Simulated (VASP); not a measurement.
Runs of VASP 6.6.1 on Mo. The structure is that of space group P6/mmm (No. 191), or close to it. The cells are those of the table. This isn't the form of Mo at room conditions, which is bcc.

| cell | gap on the mesh (eV) | pressure (GPa) |
| --- | --- | --- |
| a = 2.599, b = 2.599, c = 2.555 Å, angles 90.0, 90.0, 120.0°, 1 atom | none | (a) |
| a = 2.667, b = 2.667, c = 2.683 Å, angles 90.0, 90.0, 120.0°, 1 atom | none | -0.8 |
| a = 2.667, b = 2.667, c = 2.427 Å, angles 90.0, 90.0, 120.0°, 1 atom | none | 23.5 |
| a = 2.599, b = 2.599, c = 2.619 Å, angles 90.0, 90.0, 120.0°, 1 atom | none | 18.7 |
| a = 2.667, b = 2.667, c = 2.491 Å, angles 90.0, 90.0, 120.0°, 1 atom | none | (b) |
| a = 2.599, b = 2.599, c = 2.427 Å, angles 90.0, 90.0, 120.0°, 1 atom | none | 41.9 |
| a = 2.736, b = 2.736, c = 2.427 Å, angles 90.0, 90.0, 120.0°, 1 atom | none | 9.2 |
| a = 2.667, b = 2.667, c = 2.555 Å, angles 90.0, 90.0, 120.0°, 1 atom | none | 9.2 |

Alike in all rows: task single point; level PBEsol; potentials or basis VASP PAW PBE potentials, release 64 (Mo_sv); no spin polarisation; k mesh 18 × 18 × 18; cutoff (eV) 520; smearing gaussian 0.15 eV.

**Question.** Estimate the missing entries.

**Answer.** (a) 25.2; (b) 15.8.

Caveats: the PAW data sets were made with another functional, which shifts forces and pressure a little; the cell stands under pressure (at least some runs).

A k mesh can miss the band edges, and the runs leave out spin-orbit coupling on Mo.

A gap of «none» marks levels without a gap at the run's occupations.
